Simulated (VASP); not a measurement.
Write the native input for VASP 6.6.1 that does the following.

```
Task                   : single point
Functional             : PBE
Potentials or basis    : VASP PAW PBE potentials, release 64 (Si, B)
Cutoff                 : 520 eV
k mesh                 : 6 × 6 × 6
Occupations            : gaussian, width 0.1 eV
Spin                   : no spin polarisation
Dipole correction      : no
Further INCAR settings : ALGO = Normal; EDIFF = 1e-06; NBANDS = 12
```

The structure of SiB2 lies in POSCAR:

```
SiB2
1.0
    0.0000000000      2.5741201600      2.5741201600
    2.5741201600      0.0000000000      2.5741201600
    2.5741201600      2.5741201600      0.0000000000
Si B
1 2
Direct
    0.0000000000      0.0000000000      0.0000000000
    0.2500000000      0.2500000000      0.2500000000
    0.7500000000      0.7500000000      0.7500000000
```

The cell was built from a structure type or drawn by symmetry, and may not be a known phase.

One way to write it, as run:

INCAR

```
SYSTEM = SiB2
PREC = Accurate ; ENCUT = 520
EDIFF = 1E-6 ; ISMEAR = 0
SIGMA = 0.1 ; LREAL = .FALSE.
LASPH = .TRUE. ; NELM = 80
ALGO = Normal ; ISIF = 2
LWAVE = .FALSE. ; LCHARG = .TRUE.
GGA = PE ; LELF = .TRUE.
LVHAR = .TRUE. ; NBANDS = 12
```

KPOINTS

```
Automatic mesh
0
G
  6 6 6
  0 0 0
```

Potentials or basis: VASP PAW PBE potentials, release 64 (Si, B).

Launch:

```bash
$ cat potpaw_PBE.64/Si/POTCAR potpaw_PBE.64/B/POTCAR > POTCAR
$ mpirun -np 1 vasp_std > vasp.out
```

It gave:

```
Pressure               : -16.9 GPa
Band gap on the k mesh : zero (bands 5 and 6 overlap by 0.77 eV)
```

Caveat: the cell stands under tension.

Run time: 4 s on 1 thread of Intel(R) Xeon(R) 6975P-C (Granite Rapids), on a shared host, peak memory 0.14 GiB.
